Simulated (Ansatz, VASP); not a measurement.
**Two plane-wave programs on BN**

The input INCAR:

```
SYSTEM = BN
PREC = Accurate ; ENCUT = 520
EDIFF = 1E-6 ; ISMEAR = 0
SIGMA = 0.05 ; LREAL = .False.
LASPH = .True. ; NELM = 100
ALGO = Normal ; ISIF = 2
LWAVE = .False. ; LCHARG = .True.
GGA = PS ; LELF = .True.
LVHAR = .True. ; NBANDS = 11
```

The input KPOINTS:

```
regular mesh
0
Gamma
  12 12 12
  0 0 0
```

The input POSCAR:

```
BN
1.0
    0.0000000000      3.3860148788      2.3081916704
    1.2124926958      0.0000000000      2.3081916704
    1.2124926958      3.3860148788      0.0000000000
B N
1 1
Direct
    0.0000486500      0.0000486500      0.9999513500
    0.6666513400      0.6666513400      0.3333486600
```

Input for Ansatz:

```yaml
crystal:
  lattice:
    - [0.0, 3.3860148788, 2.3081916704]
    - [1.2124926958, 0.0, 2.3081916704]
    - [1.2124926958, 3.3860148788, 0.0]
  atoms:
    - { symbol: B, position: [4.865e-05, 4.865e-05, 0.99995135] }
    - { symbol: "N", position: [0.66665134, 0.66665134, 0.33334866] }
basis:
  ecutwfc: 420
kpoints:
  mp_grid: { grid: [12, 12, 12] }
hamiltonian:
  xc: pbesol
scf:
  occupations: { method: gaussian, width: 0.05 }
output:
  forces: true
  stress: true
  eigenvalues: true
  write_density: true
  write_potential: true
  elf: true
  volumetric_format: npy
```

Alike in both runs: task single point; functional PBEsol; k mesh 12 × 12 × 12; occupations gaussian, width 0.05 eV; no spin polarisation.

|  | VASP | Ansatz |
| --- | --- | --- |
| version | VASP 6.6.1 | Ansatz 0.2.0 |
| potentials or method | VASP PAW PBE potentials, release 64 (B, N), cutoff 520 eV | scalar-relativistic, plane waves, PAW |
| valence electrons in the cell | 8 | 8 |

|  | VASP | Ansatz | Ansatz less VASP |
| --- | --- | --- | --- |
| gap on the k mesh at the Fermi level (eV) | 3.10 | 3.11 | +0.009 |
| least direct gap on the mesh (eV) | 4.52 | 4.53 | +0.005 |
| pressure (GPa) | -7.9 | -8.1 | -0.27 |
| traceless stress, the component that is largest in VASP (GPa) | -36.61 | -36.64 | -0.037 |
| rms of the force components (eV/Å) | 0.379 | 0.370 | -0.0089 |

VASP's potentials were made for PBE, not for PBEsol. Atom by atom the forces differ by 0.009 eV/Å (rms over components).
